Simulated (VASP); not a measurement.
# AlN (P6_3mc) in VASP: elastic constants with PBE

Aim: the elastic constants of AlN with PBE.

All numbers are computed with VASP 6.6.1; they aren't measurements. Logs are shortened: lines on timing, memory, paths and dates and some standing lists are left out, and cuts for length are marked.

## (1) The cell of the first run

The structure is hexagonal, space group P6_3mc (No. 186). The conventional cell has a = 3.130 Å, b = 3.130 Å, c = 5.018 Å, α = 90.00°, β = 90.00°, γ = 120.00°. Al (site symmetry 3m) has 4 N at 1.90 to 1.91 Å within 2.5 Å. Within 2.5 Å of N (site symmetry 3m) lie 4 Al at 1.90 to 1.91 Å.

## (2) Elastic constants, PBE

Input file INCAR:

```
PREC     = Accurate       # precision mode
ENCUT    = 600            # plane-wave cutoff, eV
EDIFF    = 1E-8           # SCF threshold, eV
ISMEAR   = 0              # smearing method
SIGMA    = 0.01           # smearing width, eV
LREAL    = False          # projectors in reciprocal space
LASPH    = True           # aspherical terms in the spheres
NELM     = 100            # most SCF steps
ALGO     = Normal         # electronic algorithm
ISIF     = 3              # what is computed and relaxed
LWAVE    = False          # write WAVECAR
LCHARG   = False          # write CHGCAR
GGA      = PE             # functional
IBRION   = 6              # ionic algorithm
NFREE    = 2            
POTIM    = 0.015          # step
NSW      = 1              # ionic steps
```

Input file KPOINTS:

```
regular mesh
0
Gamma
  9 9 6
```

Input file POSCAR:

```
AlN
1.0
    3.1301647408      0.0000000000      0.0000000000
   -1.5650823704      2.7108021836      0.0000000000
    0.0000000000      0.0000000000      5.0179854582
Al N
2 2
Direct
    0.3333333333      0.6666666667     -0.0007706573
    0.6666666667      0.3333333333      0.4992293427
    0.3333333333      0.6666666667      0.3807706573
    0.6666666667      0.3333333333      0.8807706573
```

Potentials or basis: VASP PAW PBE potentials, release 64 (Al, N).

Run with:

```console
$ cat potpaw_PBE.64/Al/POTCAR potpaw_PBE.64/N/POTCAR > POTCAR
$ mpirun -np 1 vasp_std > vasp.out
```

OUTCAR:

```text
PREC = Accurate
   ENCUT = 600
   EDIFF = 1E-8
   ISMEAR = 0
   LREAL = False
   LASPH = True
   NELM = 100
   ISIF = 3
   GGA = PE
   IBRION = 6
   NFREE = 2
   POTIM = 0.015
   NSW = 1

 ion  position               nearest neighbor table
   1  0.333  0.667  0.999-   4 1.90   4 1.90   4 1.90   3 1.91   2 3.09   2 3.09   2 3.09   2 3.09
                             2 3.09   2 3.09
   2  0.667  0.333  0.499-   3 1.90   3 1.90   3 1.90   4 1.91   1 3.09   1 3.09   1 3.09   1 3.09
                             1 3.09   1 3.09
   3  0.333  0.667  0.381-   2 1.90   2 1.90   2 1.90   1 1.91
   4  0.667  0.333  0.881-   1 1.90   1 1.90   1 1.90   2 1.91

  LATTYP: Found a hexagonal cell.
 ALAT       =     3.1301647408
 C/A-ratio  =     1.6031058662

  Lattice vectors:

 A1 = (   3.1301647408,   0.0000000000,   0.0000000000)
 A2 = (  -1.5650823704,   2.7108021836,   0.0000000000)
 A3 = (   0.0000000000,   0.0000000000,   5.0179854582)

Analysis of symmetry for initial positions (statically):
=====================================================================
 Subroutine PRICEL returns:
 Original cell was already a primitive cell.

 Routine SETGRP: Setting up the symmetry group for a
 hexagonal supercell.

 Subroutine GETGRP returns: Found 12 space group operations
 (whereof  6 operations were pure point group operations)
 out of a pool of 24 trial point group operations.

The static configuration has the point symmetry C_3v.
 The point group associated with its full space group is C_6v.

Analysis of symmetry for dynamics (positions and initial velocities):
=====================================================================
 Subroutine PRICEL returns:
 Original cell was already a primitive cell.

 Routine SETGRP: Setting up the symmetry group for a
 hexagonal supercell.

 Subroutine GETGRP returns: Found 12 space group operations
 (whereof  6 operations were pure point group operations)
 out of a pool of 24 trial point group operations.

The dynamic configuration has the point symmetry C_3v.
 The point group associated with its full space group is C_6v.

 Subroutine INISYM returns: Found 12 space group operations
 (whereof  6 operations are pure point group operations),
 and found     1 'primitive' translations

----------------------------------------------------------------------------------------

                                     Primitive cell

  volume of cell :      42.5789

  direct lattice vectors                    reciprocal lattice vectors
     3.130164741  0.000000000  0.000000000     0.319472003  0.184447247  0.000000000
    -1.565082370  2.710802184  0.000000000     0.000000000  0.368894494  0.000000000
     0.000000000  0.000000000  5.017985458     0.000000000  0.000000000  0.199283160

  length of vectors
     3.130164741  3.130164741  5.017985458     0.368894494  0.368894494  0.199283160

  position of ions in fractional coordinates (direct lattice)
     0.333333333  0.666666667  0.999229343
     0.666666667  0.333333333  0.499229343
     0.333333333  0.666666667  0.380770657
     0.666666667  0.333333333  0.880770657

  ion indices of the primitive-cell ions
   primitive index   ion index
                 1           1
                 2           2
                 3           3
                 4           4

----------------------------------------------------------------------------------------

 KPOINTS: regular mesh

Automatic generation of k-mesh.
 Grid dimensions read from file:
 generate k-points for:    9    9    6
[... 123 lines left out ...]
  in kB       -4.0238787     -4.0238787     -3.5083840      0.0000000      0.0000000      0.0000000
  external PRESSURE =      -3.8520471 kB  Pullay stress =       0.0000000 kB
[... 95 lines left out ...]
  FREE ENERGIE OF THE ION-ELECTRON SYSTEM (eV)
  ---------------------------------------------------
  free  energy   TOTEN  =       -29.7716610570 eV

  energy  without entropy=      -29.7716610570  energy(sigma->0) =      -29.77166106

[... ionic steps 4 to 18 ...]

--------------------------------------- Ionic step       19  -------------------------------------------

 number of electron      15.9999999 magnetization

------------------------ aborting loop because EDIFF is reached ----------------------------------------
[... 71 lines left out ...]
--------------------------------------- Ionic step       21  -------------------------------------------

 number of electron      16.0000000 magnetization

 Free energy of the ion-electron system (eV)
  ---------------------------------------------------
  ext. energy  EPLUGINS =         0.00000000
  ---------------------------------------------------
  free energy    TOTEN  =       -29.78140622 eV

  energy without entropy =      -29.78140622  energy(sigma->0) =      -29.78140622

 E-fermi :   6.0627     XC(G=0): -10.8274

 val. band max:        5.9406986247   @ k =   0.0000   0.0000   0.0000
 cond. band min:      10.0060251824   @ k =   0.0000   0.0000   0.0000
 fundamental gap:      4.0653265577
 Fermi energy:         6.0626768219

 k-point     1 :       0.0000    0.0000    0.0000
  band No.  band energies     occupation
      1      -9.1037      2.00000
      2      -7.0195      2.00000
      3       0.0495      2.00000
      4       5.1294      2.00000
      5       5.1294      2.00000
      6       5.7727      2.00000
      7       5.7727      2.00000
      8       5.9407      2.00000
      9      10.0060      0.00000
     10      12.4695      0.00000
     11      16.4014      0.00000
     12      16.9946      0.00000
[... 331 lines left out ...]
 k-point    24 :       0.3333    0.3333    0.1667
  band No.  band energies     occupation
      1      -6.6646      2.00000
      2      -6.6613      2.00000
      3       1.3561      2.00000
      4       1.8291      2.00000
      5       1.8397      2.00000
      6       3.3319      2.00000
      7       4.0915      2.00000
      8       4.1138      2.00000
      9      11.3835      0.00000
     10      14.1884      0.00000
     11      14.9181      0.00000
     12      15.0264      0.00000

 [... further k-points ...]

------------------------ aborting loop because EDIFF is reached ----------------------------------------

  FORCE on cell =-STRESS in cart. coord.  units (eV):
  Direction    XX          YY          ZZ          XY          YZ          ZX
  --------------------------------------------------------------------------------------
  -------------------------------------------------------------------------------------
  Total       -0.1810906     -0.1810906      0.0828069      0.0000000     -0.0000000      0.0000000
  in kB       -6.8141565     -6.8141565      3.1158956      0.0000000     -0.0000000      0.0000000
  external PRESSURE =      -3.5041391 kB  Pullay stress =       0.0000000 kB
[... 19 lines left out ...]
  FREE ENERGIE OF THE ION-ELECTRON SYSTEM (eV)
  ---------------------------------------------------
  free  energy   TOTEN  =       -29.7814062249 eV

  energy  without entropy=      -29.7814062249  energy(sigma->0) =      -29.78140622

 INTERNAL STRAIN TENSORS FROM STRAINED CELLS
 ============================================

 INTERNAL STRAIN TENSOR FOR ION    1 for displacements in x,y,z  (eV/Angst):
          X           Y           Z          XY          YZ          ZX
  --------------------------------------------------------------------------------
  x    -0.00000     0.00000    -0.00000    -8.15050     0.00000    -4.87050
  y    -8.17499     8.20099    -0.00000    -0.00004    -4.86007    -0.00002
  z    -5.04214    -5.05220    11.20784    -0.00016    -0.00475    -0.00015

 INTERNAL STRAIN TENSORS FROM DISPLACED ATOMS
 ============================================

 INTERNAL STRAIN TENSOR FOR ION    1 for displacements in x,y,z  (eV/Angst):
          X           Y           Z          XY          YZ          ZX
  --------------------------------------------------------------------------------
  x     0.00000    -0.00000     0.00000    -8.14591     0.00000    -4.86274
  y    -8.14591     8.14591     0.00000    -0.00000    -4.86274     0.00000
  z    -5.02465    -5.02465    11.15131     0.00000     0.00000     0.00000

 INTERNAL STRAIN TENSOR FOR ION    4 for displacements in x,y,z  (eV/Angst):
          X           Y           Z          XY          YZ          ZX
  --------------------------------------------------------------------------------
  x     0.00000     0.00000    -0.00000     9.78574    -0.00000     4.86243
  y     9.78574    -9.78574     0.00000     0.00000     4.86243    -0.00000
  z     5.03280     5.03280   -11.15532    -0.00000    -0.00000     0.00000

 Eigenvectors and eigenvalues of the dynamical matrix
 ----------------------------------------------------

   1 f  =   21.171039 THz   133.021564 2PiTHz  706.189862 cm-1    87.556345 meV
             X         Y         Z           dx          dy          dz
     -0.000000  1.807201  5.014118    -0.000000   -0.000000   -0.009268
      1.565082  0.903601  2.505126    -0.000000    0.000000    0.009268
     -0.000000  1.807201  1.910702     0.000000    0.000000   -0.707046
      1.565082  0.903601  4.419694     0.000000    0.000000    0.707046
[... 71 lines left out ...]
  12 f/i=    0.000169 THz     0.001064 2PiTHz    0.005649 cm-1     0.000700 meV
             X         Y         Z           dx          dy          dz
     -0.000000  1.807201  5.014118    -0.527089   -0.226632    0.000000
      1.565082  0.903601  2.505126    -0.527089   -0.226632    0.000000
     -0.000000  1.807201  1.910702    -0.379688   -0.163254    0.000000
      1.565082  0.903601  4.419694    -0.379688   -0.163254    0.000000

--------------------------------------------------------------------------------------------------------

 ELASTIC MODULI CONTR FROM IONIC RELAXATION (kBar)
 Direction    XX          YY          ZZ          XY          YZ          ZX
 --------------------------------------------------------------------------------
 XX        -630.1615    312.8615    351.8735     -0.0000     -0.0000     -0.0000
 YY         312.8615   -630.1615    351.8735      0.0000      0.0000      0.0000
 ZZ         351.8735    351.8735   -780.4281     -0.0000      0.0000     -0.0000
 XY          -0.0000      0.0000     -0.0000   -471.5115      0.0000      0.0000
 YZ           0.0000     -0.0000      0.0000      0.0000   -124.5895     -0.0000
 ZX          -0.0000      0.0000     -0.0000      0.0000     -0.0000   -124.5895
 --------------------------------------------------------------------------------

 TOTAL ELASTIC MODULI (kBar)
 Direction    XX          YY          ZZ          XY          YZ          ZX
 --------------------------------------------------------------------------------
 XX        3735.0962   1270.2976    966.6016     -0.0000     -0.0000     -0.0000
 YY        1270.2976   3735.0962    966.6016      0.0000      0.0000      0.0000
 ZZ         966.6016    966.6016   3537.1719     -0.0000      0.0000     -0.0000
 XY          -0.0000      0.0000     -0.0000   1232.3993      0.0000      0.0000
 YZ           0.0000     -0.0000      0.0000      0.0000   1117.3728     -0.0000
 ZX          -0.0000      0.0000     -0.0000     -0.0000     -0.0000   1117.3729
 --------------------------------------------------------------------------------
```

Wall time 7.8 min (1 thread of AMD EPYC 9R45 (Zen 5), shared host); peak memory 0.35 GiB.

Results:

| Property | Result |
| --- | --- |
| Voigt bulk modulus | 193 GPa |
| Highest phonon frequency at Γ, LO-TO splitting left out | 706 cm⁻¹ |

Phonon frequencies in cm⁻¹ (negative: imaginary):
```
              q point                                frequencies
(0.000, 0.000, 0.000)  0 0 0 237 237 535 595 637 637 649 649 706
```

Elastic tensor in Voigt notation (GPa, in the Cartesian axes of the cell as first typed):
```
374 127  97   0   0   0
127 374  97   0   0   0
 97  97 354   0   0   0
  0   0   0 112   0   0
  0   0   0   0 112   0
  0   0   0   0   0 123
```

Clamped-ion elastic tensor (GPa):
```
437  96  61   0   0   0
 96 437  61   0   0   0
 61  61 432   0   0   0
  0   0   0 124   0   0
  0   0   0   0 124   0
  0   0   0   0   0 170
```
